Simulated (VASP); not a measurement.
Here is a VASP 6.6.1 calculation.

INCAR

```
SYSTEM = Rh
PREC = Accurate
ENCUT = 520
EDIFF = 1E-7
ISMEAR = 0
SIGMA = 0.1
LREAL = .FALSE.
LASPH = .TRUE.
NELM = 80
ALGO = Fast
ISIF = 2
LWAVE = .FALSE.
LCHARG = .FALSE.
GGA = PS
NBANDS = 22
```

File KPOINTS:

```
regular mesh
0
G
  24 24 12
  0 0 0
```

The input POSCAR:

```
Rh
1.0
    2.7045432810      0.0000000000      0.0000000000
   -1.3522716405      2.3422031870      0.0000000000
    0.0000000000      0.0000000000      4.2424398388
Rh
2
Direct
    0.6666666840      0.3333333160      0.7500000000
    0.3333333160      0.6666666840      0.2500000000
```

Potentials or basis: VASP PAW PBE potentials, release 64 (Rh_pv).

Command:

```console
$ cat potpaw_PBE.64/Rh_pv/POTCAR > POTCAR
$ mpirun -np 1 vasp_std > vasp.out
```

(1) Predict the pressure.

(2) Estimate the band gap on the k mesh.

## Answers

(1) 2.9 GPa.

(2) zero (band 15 reaches 12.96 eV, above the bottom of band 16 at 10.46 eV).

Caveat: the cell differs from its parent crystal (uniaxial strain along c: -2.0 %, then relaxed in part); the PAW data sets were made with another functional, which shifts forces and pressure a little.
